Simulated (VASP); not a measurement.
Ir, 2 atoms in the cell. It takes space group Fd-3m (No. 227, cubic). The conventional cell has a = 5.076 Å, b = 5.076 Å, c = 5.076 Å, α = 90.00°, β = 90.00°, γ = 90.00°. Within 2.9 Å of Ir (site symmetry -43m) lie 4 Ir at 2.20 Å. 

| Item | Value |
| --- | --- |
| Program | VASP 6.6.1 |
| Task | relaxation of cell and atoms |
| Functional | PBEsol |
| Potentials or basis | VASP PAW PBE potentials, release 64 (Ir) |
| Cutoff | 600 eV |
| k mesh | 6 × 6 × 6 |
| Occupations | gaussian, width 0.1 eV |
| Spin | no spin polarisation |
| Dipole correction | no |
| Further INCAR settings | ALGO = Normal; EDIFF = 1e-07; IBRION = 2; EDIFFG = -0.04; NSW = 90; ISIF = 3 |

Potentials or basis: VASP PAW PBE potentials, release 64 (Ir).

Command:

```sh
$ cat potpaw_PBE.64/Ir/POTCAR > POTCAR
$ mpirun -np 1 vasp_std > vasp.out
```

Hardware: 1 thread of Intel(R) Xeon(R) Platinum 8488C (Sapphire Rapids) (shared host).

Q: How long does it take, and how much memory?

A: Run time: 43 s on 1 thread of Intel(R) Xeon(R) Platinum 8488C (Sapphire Rapids), on a shared host, peak memory 0.17 GiB. Counts: scf iterations 72, k points 16, ion steps 7.
